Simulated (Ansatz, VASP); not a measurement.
**One calculation of SiC, two programs**

Contents of INCAR:

```
PREC = Accurate
ENCUT = 520
EDIFF = 1E-7
ISMEAR = 0
SIGMA = 0.05
LREAL = F
LASPH = T
NELM = 100
ALGO = Normal
ISIF = 2
LWAVE = F
LCHARG = F
GGA = PE
NBANDS = 26
```

Contents of KPOINTS:

```
Automatic mesh
0
Gamma
  12 12 4
```

File POSCAR:

```
SiC
1.0
    3.2178849880      0.0000000000      0.0000000000
   -1.6089424940      2.7867701460      0.0000000000
    0.0000000000      0.0000000000     10.9396863344
Si C
4 4
Direct
    0.6666666667      0.3333333333      0.9378441878
    0.3333333333      0.6666666667      0.4378441878
    0.0000000000      0.0000000000      0.6878995565
    0.0000000000      0.0000000000      0.1878995565
    0.6666666667      0.3333333333      0.7498074459
    0.3333333333      0.6666666667      0.2498074459
    0.0000000000      0.0000000000      0.5004478098
    0.0000000000      0.0000000000      0.0004478098
```

Input for Ansatz:

```yaml
crystal:
  lattice:
    - [3.217884988, 0.0, 0.0]
    - [-1.608942494, 2.786770146, 0.0]
    - [0.0, 0.0, 10.9396863344]
  atoms:
    - { symbol: Si, position: [0.6666666667, 0.3333333333, 0.9378441878] }
    - { symbol: Si, position: [0.3333333333, 0.6666666667, 0.4378441878] }
    - { symbol: Si, position: [0.0, 0.0, 0.6878995565] }
    - { symbol: Si, position: [0.0, 0.0, 0.1878995565] }
    - { symbol: C, position: [0.6666666667, 0.3333333333, 0.7498074459] }
    - { symbol: C, position: [0.3333333333, 0.6666666667, 0.2498074459] }
    - { symbol: C, position: [0.0, 0.0, 0.5004478098] }
    - { symbol: C, position: [0.0, 0.0, 0.0004478098] }
basis:
  ecutwfc: 420
kpoints:
  mp_grid: { grid: [12, 12, 4] }
hamiltonian:
  xc: pbe
scf:
  occupations: { method: gaussian, width: 0.05 }
output:
  forces: true
  stress: true
  eigenvalues: true
```

Change from the starting cell: strain +0.040 along x and y, +0.080 along z, atoms carried along.

Alike in both runs: task single point; functional PBE; k mesh 12 × 12 × 4; occupations gaussian, width 0.05 eV; no spin polarisation.

```csv
,VASP,Ansatz
version,VASP 6.6.1,Ansatz 0.2.0
potentials or method,"VASP PAW PBE potentials, release 64 (Si, C), cutoff 520 eV","scalar-relativistic, plane waves, PAW"
valence electrons in the cell,32,32
```

Ansatz gave:

```
gap on the k mesh at the Fermi level (eV)                     : 2.01
least direct gap on the mesh (eV)                             : 3.17
pressure (GPa)                                                : -23.9
traceless stress, the component that is largest in VASP (GPa) : -8.29
rms of the force components (eV/Å)                            : 0.022
```

**Question.** What did VASP give for the same quantities?

**Answer.** gap on the k mesh at the Fermi level (eV): 2.00; least direct gap on the mesh (eV): 3.17; pressure (GPa): -23.9; traceless stress, the component that is largest in VASP (GPa): -8.33; rms of the force components (eV/Å): 0.022.

Atom by atom the forces differ by 0.001 eV/Å (rms over components).
